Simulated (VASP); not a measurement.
A run of VASP 6.6.1 is set up as follows.

The input INCAR:

```
  PREC = Accurate
  ENCUT = 520
  EDIFF = 1E-6
  ISMEAR = 0
  SIGMA = 0.05
  LREAL = False
  LASPH = True
  NELM = 60
  ALGO = Normal
  ISIF = 2
  LWAVE = False
  LCHARG = True
  GGA = PS
  LELF = True
  LVHAR = True
  NBANDS = 15
```

Contents of KPOINTS:

```
Automatic mesh
0
Gamma
  6 6 6
```

File POSCAR:

```
KBr
1.0
    4.0587501245      0.2536718828      0.2536718828
    0.2536718828      4.0587501245      0.2536718828
    0.2536718828      0.2536718828      4.0587501245
K Br
1 1
Direct
    0.0000000000      0.0000000000      0.0000000000
    0.5000000000      0.5000000000      0.5000000000
```

Potentials or basis: VASP PAW PBE potentials, release 64 (K_sv, Br).

The run is started by

```console
$ cat potpaw_PBE.64/K_sv/POTCAR potpaw_PBE.64/Br/POTCAR > POTCAR
$ mpirun -np 1 vasp_std > vasp.out
```

Predict the band gap on the k mesh.

3.82 eV (least direct gap 3.85 eV).

What does it give for the pressure?

-0.7 GPa.

Stress tensor (GPa, compression positive):
```
-0.72  0.08  0.08
 0.08 -0.72  0.08
 0.08  0.08 -0.72
```

Caveat: the PAW data sets were made with another functional, which shifts forces and pressure a little. A k mesh can miss the band edges.
